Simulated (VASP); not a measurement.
# InPd (P4mm) in VASP: single point with PBE

Aim: the single point of InPd with PBE.

Program: VASP 6.6.1. These are calculated values, not measurements. Logs are shortened: lines on timing, memory, paths and dates and some standing lists are left out, and cuts for length are marked.

### Step 1. The cell of the first run

Symmetry: P4mm, No. 99, tetragonal system. The conventional cell has a = 3.305 Å, b = 3.305 Å, c = 3.305 Å, α = 90.00°, β = 90.00°, γ = 90.00°. In (site symmetry 4mm) has 8 Pd at 2.78 to 2.95 Å and 6 In at 3.31 Å within 3.7 Å. Within 3.7 Å of Pd (site symmetry 4mm) lie 8 In at 2.78 to 2.95 Å and 6 Pd at 3.31 Å.

### Step 2. Single point, PBE (atoms displaced along a vibrational mode)

Input file INCAR:

```
SYSTEM = InPd
  ALGO = Fast
  EDIFF = 1E-6
  ENCUT = 520
  GGA = PE
  ISIF = 2
  ISMEAR = 0
  LASPH = .TRUE.
  LCHARG = .FALSE.
  LREAL = .FALSE.
  LWAVE = .FALSE.
  NBANDS = 18
  NELM = 80
  PREC = Accurate
  SIGMA = 0.15
```

Input file KPOINTS:

```
k-points
0
G
  14 14 14
  0 0 0
```

Input file POSCAR:

```
InPd
1.0
    3.3052635960      0.0000000000      0.0000000000
    0.0000000000      3.3052635960      0.0000000000
    0.0000000000      0.0000000000      3.3052635960
In Pd
1 1
Direct
   -0.0215361663      0.0000000000      0.0000000000
    0.5232356657      0.5000000000      0.5000000000
```

Potentials or basis: VASP PAW PBE potentials, release 64 (In_d, Pd).

The run is started by

```
$ cat potpaw_PBE.64/In_d/POTCAR potpaw_PBE.64/Pd/POTCAR > POTCAR
$ mpirun -np 1 vasp_std > vasp.out
```

OUTCAR:

```text
SYSTEM = InPd
   EDIFF = 1E-6
   ENCUT = 520
   GGA = PE
   ISIF = 2
   ISMEAR = 0
   LASPH = .TRUE.
   LREAL = .FALSE.
   NELM = 80
   PREC = Accurate

 ion  position               nearest neighbor table
   1  0.978  0.000  0.000-   2 2.78   2 2.78   2 2.78   2 2.78   2 2.95   2 2.95   2 2.95   2 2.95

   2  0.523  0.500  0.500-   1 2.78   1 2.78   1 2.78   1 2.78   1 2.95   1 2.95   1 2.95   1 2.95

  LATTYP: Found a simple cubic cell.
 ALAT       =     3.3052635960

  Lattice vectors:

 A1 = (   3.3052635960,   0.0000000000,   0.0000000000)
 A2 = (   0.0000000000,   3.3052635960,   0.0000000000)
 A3 = (   0.0000000000,   0.0000000000,   3.3052635960)

Analysis of symmetry for initial positions (statically):
=====================================================================
 Subroutine PRICEL returns:
 Original cell was already a primitive cell.

 Routine SETGRP: Setting up the symmetry group for a
 simple cubic supercell.

 Subroutine GETGRP returns: Found  8 space group operations
 (whereof  8 operations were pure point group operations)
 out of a pool of 48 trial point group operations.

The static configuration has the point symmetry C_4v.

Analysis of symmetry for dynamics (positions and initial velocities):
=====================================================================
 Subroutine PRICEL returns:
 Original cell was already a primitive cell.

 Routine SETGRP: Setting up the symmetry group for a
 simple cubic supercell.

 Subroutine GETGRP returns: Found  8 space group operations
 (whereof  8 operations were pure point group operations)
 out of a pool of 48 trial point group operations.

The dynamic configuration has the point symmetry C_4v.

 Subroutine INISYM returns: Found  8 space group operations
 (whereof  8 operations are pure point group operations),
 and found     1 'primitive' translations

----------------------------------------------------------------------------------------

                                     Primitive cell

  volume of cell :      36.1092

  direct lattice vectors                    reciprocal lattice vectors
     3.305263596  0.000000000  0.000000000     0.302547731  0.000000000  0.000000000
     0.000000000  3.305263596  0.000000000     0.000000000  0.302547731  0.000000000
     0.000000000  0.000000000  3.305263596     0.000000000  0.000000000  0.302547731

  length of vectors
     3.305263596  3.305263596  3.305263596     0.302547731  0.302547731  0.302547731

  position of ions in fractional coordinates (direct lattice)
     0.978463834  0.000000000  0.000000000
     0.523235666  0.500000000  0.500000000

  ion indices of the primitive-cell ions
   primitive index   ion index
                 1           1
                 2           2

----------------------------------------------------------------------------------------

 KPOINTS: k-points

Automatic generation of k-mesh.
 Grid dimensions read from file:
 generate k-points for:   14   14   14

 Generating k-lattice:

  Cartesian coordinates                     Fractional coordinates (reciprocal lattice)
     0.021610552  0.000000000  0.000000000     0.071428571  0.000000000  0.000000000
     0.000000000  0.021610552  0.000000000     0.000000000  0.071428571  0.000000000
     0.000000000  0.000000000  0.021610552     0.000000000  0.000000000  0.071428571

  Length of vectors
     0.021610552  0.021610552  0.021610552

  Shift w.r.t. Gamma in fractional coordinates (k-lattice)
     0.000000000  0.000000000  0.000000000

 Subroutine IBZKPT returns following result:
 ===========================================

 Found    288 irreducible k-points:

 Following reciprocal coordinates:
            Coordinates               Weight
  0.000000  0.000000  0.000000      1.000000
  0.071429  0.000000  0.000000      2.000000
  0.000000  0.071429  0.000000      4.000000
  0.142857  0.000000  0.000000      2.000000
  0.000000  0.142857  0.000000      4.000000
  0.214286  0.000000  0.000000      2.000000
[... 16 lines left out ...]
  0.071429  0.000000  0.214286      8.000000
  0.285714  0.071429  0.000000      8.000000
 [... further k-points ...]
   k-points           NKPTS =    288   k-points in BZ     NKDIM =    288   number of bands    NBANDS=     18
   number of dos      NEDOS =    301   number of ions     NIONS =      2
   total plane-waves  NPLWV =  21952
   dimension x,y,z NGX =    28 NGY =   28 NGZ =   28
   dimension x,y,z NGXF=    56 NGYF=   56 NGZF=   56
   ions per type =               1   1
   NGX,Y,Z   is equivalent  to a cutoff of  14.08, 14.08, 14.08 a.u.
   NGXF,Y,Z  is equivalent  to a cutoff of  28.17, 28.17, 28.17 a.u.
 SYSTEM =  InPd
   PREC   = accura    normal or accurate (medium, high low for compatibility)
   ISTART =      0    job   : 0-new  1-cont  2-samecut
   ICHARG =      2    charge: 1-file 2-atom 10-const
   ISPIN  =      1    spin polarized calculation?
   LNONCOLLINEAR =      F non collinear calculations
   LSORBIT =      F    spin-orbit coupling
   LASPH  =      T    aspherical Exc in radial PAW
   ENCUT  =  520.0 eV  38.22 Ry    6.18 a.u.   6.15  6.15  6.15*2*pi/ulx,y,z
   NELM   =     80;   NELMIN=  2; NELMDL= -5     # of ELM steps
   EDIFF  = 0.1E-05   stopping-criterion for ELM
   LREAL  =      F    real-space projection
   EDIFFG = 0.1E-04   stopping-criterion for IOM
   NSW    =      0    number of steps for IOM
   IBRION =     -1    ionic relax: 0-MD 1-quasi-New 2-CG
   NFREE  =      0    steps in history (QN), initial steepest desc. (CG)
   ISIF   =      2    stress and relaxation
   ISYM   =      2    0-nonsym 1-usesym 2-fastsym
   POTIM  = 0.5000    time-step for ionic-motion
   TEBEG  =    0.0;   TEEND  =   0.0 temperature during run
   PSTRESS=    0.0 pullay stress
   NELECT =      23.0000    total number of electrons
   NUPDOWN=      -1.0000    fix difference up-down
   EMIN   =  10.00;   EMAX   =-10.00  energy-range for DOS
   EFERMI =   0.00;   METHOD = LEGACY
   ISMEAR =     0;   SIGMA  =   0.15  broadening in eV -4-tet -1-fermi 0-gaus
   EFERMI_NEDOS =   21; number of points for ismear=-14 and -15
   IALGO  =     68    algorithm
   IMIX   =      4    mixing-type and parameters
     AMIX     =   0.40;   BMIX     =  1.00
     AMIX_MAG =   1.60;   BMIX_MAG =  1.00
  volume/ion in A,a.u.               =      18.05       121.84
  Fermi-wavevector in a.u.,A,eV,Ry     =   1.408569  2.661809 26.994851  1.984066
  Thomas-Fermi vector in A             =   2.530713
   LORBIT       =      0    0 simple, 1 ext, 2 COOP (PROOUT), +10 PAW based schemes
   GGA     = PE    functional components
   LHFCALC =     F    Hartree Fock is set to
   AEXX    =    0.0000 exact exchange contribution
   IVDW    =     0    specifies the selected vdW correction
   LEPSILON=     F    determine dielectric tensor
   LRPA    =     F    only Hartree local field effects (RPA)
 non-spin polarized calculation
 RMM-DIIS sequential band-by-band and
 Gauss-broadening in eV      SIGMA  =   0.15
  energy-cutoff  :      520.00
  volume of cell :       36.11
 maximum number of plane-waves:       992
 NGX is ok and might be reduce to    28
   NGX = 13   NGY = 13   NGZ = 13

 number of electron      23.0000005 magnetization

 Free energy of the ion-electron system (eV)
  ---------------------------------------------------
  ext. energy  EPLUGINS =         0.00000000
  ---------------------------------------------------
  free energy    TOTEN  =        -8.71299156 eV

  energy without entropy =       -8.70427997  energy(sigma->0) =       -8.70863577

 E-fermi :  10.0612     XC(G=0): -12.0539

 val. band max:       10.0552742471   @ k =   0.3571   0.2143   0.1429
 cond. band min:      10.0732499762   @ k =   0.0714   0.0000   0.2857
 fundamental gap:      0.0179757291
 Fermi energy:        10.0612059027

 k-point     1 :       0.0000    0.0000    0.0000
  band No.  band energies     occupation
      1      -4.8579      2.00000
      2      -4.8576      2.00000
      3      -4.4873      2.00000
      4      -4.4831      2.00000
      5      -4.4831      2.00000
      6       0.2137      2.00000
[... 10 lines left out ...]
     17      20.4072      0.00000
     18      26.0295      0.00000

 k-point     2 :       0.0714    0.0000    0.0000
  band No.  band energies     occupation
      1      -4.8554      2.00000
      2      -4.8416      2.00000
      3      -4.4881      2.00000
      4      -4.4881      2.00000
      5      -4.4859      2.00000
      6       0.2924      2.00000
[... 10 lines left out ...]
     17      20.7482      0.00000
     18      25.8915      0.00000

 k-point     3 :       0.0000    0.0714    0.0000
  band No.  band energies     occupation
      1      -4.8553      2.00000
      2      -4.8416      2.00000
      3      -4.4922      2.00000
      4      -4.4882      2.00000
      5      -4.4819      2.00000
      6       0.2927      2.00000
[... 10 lines left out ...]
     17      20.8450      0.00000
     18      25.8824      0.00000

 k-point     4 :       0.1429    0.0000    0.0000
  band No.  band energies     occupation
      1      -4.8485      2.00000
      2      -4.7970      2.00000
      3      -4.5019      2.00000
      4      -4.5019      2.00000
      5      -4.4820      2.00000
      6       0.5280      2.00000
[... 375 lines left out ...]
      4      -4.5229      2.00000
      5      -4.4791      2.00000
      6       0.9972      2.00000
[... 10 lines left out ...]
     17      23.7935      0.00000
     18      24.3008      0.00000

 k-point    23 :       0.0714    0.0000    0.2143
  band No.  band energies     occupation
      1      -4.8276      2.00000
      2      -4.7245      2.00000
      3      -4.5305      2.00000
      4      -4.5260      2.00000
      5      -4.4789      2.00000
      6       0.9971      2.00000
[... 10 lines left out ...]
     17      23.8342      0.00000
     18      24.3726      0.00000

 k-point    24 :       0.2857    0.0714    0.0000
  band No.  band energies     occupation
      1      -4.8158      2.00000
      2      -4.6548      2.00000
      3      -4.5533      2.00000
      4      -4.5448      2.00000
      5      -4.4763      2.00000
      6       1.5311      2.00000
[... 10 lines left out ...]
     17      22.7111      0.00000
     18      24.2003      0.00000

 [... further k-points ...]

------------------------ aborting loop because EDIFF is reached ----------------------------------------

  FORCE on cell =-STRESS in cart. coord.  units (eV):
  Direction    XX          YY          ZZ          XY          YZ          ZX
  --------------------------------------------------------------------------------------
  -------------------------------------------------------------------------------------
  Total        0.0923786      0.2657112      0.2657112      0.0000000     -0.0000000      0.0000000
  in kB        4.0988659     11.7896822     11.7896822      0.0000000     -0.0000000      0.0000000
  external PRESSURE =       9.2260768 kB  Pullay stress =       0.0000000 kB

 VOLUME and BASIS-vectors are now :
 -----------------------------------------------------------------------------
  energy-cutoff  :      520.00
  volume of cell :       36.11
      direct lattice vectors                 reciprocal lattice vectors
     3.305263596  0.000000000  0.000000000     0.302547731  0.000000000  0.000000000
     0.000000000  3.305263596  0.000000000     0.000000000  0.302547731  0.000000000
     0.000000000  0.000000000  3.305263596     0.000000000  0.000000000  0.302547731

 POSITION                                       TOTAL-FORCE (eV/Angst)
 -----------------------------------------------------------------------------------
      3.23408      0.00000      0.00000         0.526140     -0.000000      0.000000
      1.72943      1.65263      1.65263        -0.526140      0.000000     -0.000000
 -----------------------------------------------------------------------------------
    total drift:                                0.000494     -0.000000     -0.000002

  FREE ENERGIE OF THE ION-ELECTRON SYSTEM (eV)
  ---------------------------------------------------
  free  energy   TOTEN  =        -8.7129915599 eV

  energy  without entropy=       -8.7042799721  energy(sigma->0) =       -8.70863577
```

Run time: 80 s. Hardware: 1 thread of Intel Xeon 6975P-C (Granite Rapids), shared host; peak memory 0.31 GiB.

What came out:

```
Free energy            : -8.7130 eV
Pressure               : 0.9 GPa
Largest force          : 0.526 eV/Å
Band gap on the k mesh : zero (an odd number of electrons rules out a gap without spin polarisation)
```

Forces on the atoms (eV/Å):
```
In   0.526  0.000  0.000
Pd  -0.526  0.000  0.000
```

Stress tensor (GPa, compression positive):
```
0.41 0.00 0.00
0.00 1.18 0.00
0.00 0.00 1.18
```

Caveat: the cell differs from its parent crystal (atoms displaced along a vibrational mode); spin-orbit coupling is left out, which moves the levels of the heavy elements.
